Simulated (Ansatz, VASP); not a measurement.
# Ta2N: VASP beside Ansatz

Contents of INCAR:

```
ALGO     = Normal         # electronic algorithm
EDIFF    = 1E-7           # SCF threshold, eV
ENCUT    = 520            # plane-wave cutoff, eV
GGA      = CA             # functional
ISIF     = 2              # what is computed and relaxed
ISMEAR   = 0              # smearing method
LASPH    = True           # aspherical terms in the spheres
LCHARG   = False          # write CHGCAR
LREAL    = False          # projectors in reciprocal space
LWAVE    = False          # write WAVECAR
NBANDS   = 20             # bands
NELM     = 80             # most SCF steps
PREC     = Accurate       # precision mode
SIGMA    = 0.15           # smearing width, eV
```

Contents of KPOINTS:

```
k-points
0
Gamma
  15 15 8
```

File POSCAR:

```
Ta2N
1.0
    3.0618406011     -0.1428348640      0.0000000000
   -1.6546189214      2.7230491749      0.0000000000
    0.0000000000      0.0000000000      4.5636021781
Ta N
2 1
Direct
    0.6666666667      0.3333333333      0.7466885012
    0.3333333333      0.6666666667      0.2533114988
    0.0000000000      0.0000000000      0.0000000000
```

Input for Ansatz:

```yaml
crystal:
  lattice:
    - [3.0618406011, -0.142834864, 0.0]
    - [-1.6546189214, 2.7230491749, 0.0]
    - [0.0, 0.0, 4.5636021781]
  atoms:
    - { symbol: Ta, position: [0.6666666667, 0.3333333333, 0.7466885012] }
    - { symbol: Ta, position: [0.3333333333, 0.6666666667, 0.2533114988] }
    - { symbol: "N", position: [0.0, 0.0, 0.0] }
basis:
  ecutwfc: 520.0
kpoints:
  mp_grid: { grid: [15, 15, 8] }
hamiltonian:
  xc: lda
  pseudopotentials: { kind: paw, azcp: { folder: soft_1 } }
scf:
  occupations: { method: gaussian, width: 0.15 }
output:
  forces: true
  stress: true
  eigenvalues: true
```

Change from the starting cell: engineering shear strain xy -0.0933, normal strain along z -0.0467.

Alike in both runs: task single point; functional LDA; k mesh 15 × 15 × 8; occupations gaussian, width 0.15 eV; no spin polarisation.

|  | VASP | Ansatz |
| --- | --- | --- |
| version | VASP 6.6.1 | Ansatz 0.2.0 |
| potentials or method | VASP PAW LDA potentials, release 64 (Ta_pv, N), cutoff 520 eV | scalar-relativistic, plane waves, PAW |
| valence electrons in the cell | 27 | 31 |

```csv
,VASP,Ansatz,Ansatz less VASP
gap on the k mesh at the Fermi level (eV),none,none,-
pressure (GPa),21.6,19.7,-1.92
"traceless stress, the component that is largest in VASP (GPa)",18.05,17.88,-0.168
rms of the force components (eV/Å),0.139,0.112,-0.0263
```

Ansatz warns that its potentials were made for another functional, while VASP's fit it. LDA's correlation is that of Perdew and Zunger in VASP and of Perdew and Wang (1992) in Ansatz. Atom by atom the forces differ by 0.029 eV/Å (rms over components). A gap of «none» marks a metal or a gap that the smearing closes. VASP's potentials hold 27 valence electrons a cell and Ansatz's 31, so a difference there can come from the potentials and not from the codes.

Spin-orbit coupling is off throughout.
